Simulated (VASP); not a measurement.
# PbS: electric field gradients with PBEsol

Crystal: PbS.

```xyz
2
Lattice="0.0000 2.9650 2.9650 2.9650 0.0000 2.9650 2.9650 2.9650 0.0000" Properties=species:S:1:pos:R:3 pbc="T T T"
Pb    0.0000    0.0000    0.0000
S     2.9650    2.9650    2.9650
```

```yaml
Program: VASP 6.6.1
Task: electric field gradients
Functional: PBEsol
Potentials_or_basis: VASP PAW PBE potentials, release 64 (Pb_d, S)
Cutoff: 400 eV
k_mesh: 8 × 8 × 8
Occupations: fermi-dirac, width 0.01 eV
Spin: no spin polarisation
Dipole_correction: no
Further_INCAR_settings: ALGO = Normal; EDIFF = 1e-08; NBANDS = 17
```

```json
{
 "Pressure": "-0.8 GPa",
 "Band gap on the k mesh": "0.25 eV",
 "Largest electric field gradient by atom": "zero within the noise of the run"
}
```

Levels at points of the mesh, in eV from the valence-band top:
| k point | band 7 | band 8 | band 9 | band 10 | band 11 | band 12 | band 13 | band 14 |
| --- | --- | --- | --- | --- | --- | --- | --- | --- |
| (0.00, 0.00, 0.00) | -6.06 | -2.17 | -2.17 | -2.17 | 5.16 | 5.16 | 5.16 | 6.64 |
| (0.50, 0.00, 0.00) | -8.90 | -1.78 | -1.78 | 0.00 | 0.25 | 1.89 | 1.89 | 8.49 |
| (0.50, 0.50, 0.00) | -7.24 | -5.26 | -3.47 | -3.47 | 3.72 | 5.53 | 5.64 | 5.64 |

It took 11 s on 1 thread of AMD EPYC 9R45 96-Core Processor (Zen 5), with other jobs on the host, peak memory 0.13 GiB.

Caveat: the PAW data sets were made with another functional, which shifts forces and pressure a little; spin-orbit coupling is left out, which moves the levels of the heavy elements. A k mesh can miss the band edges.
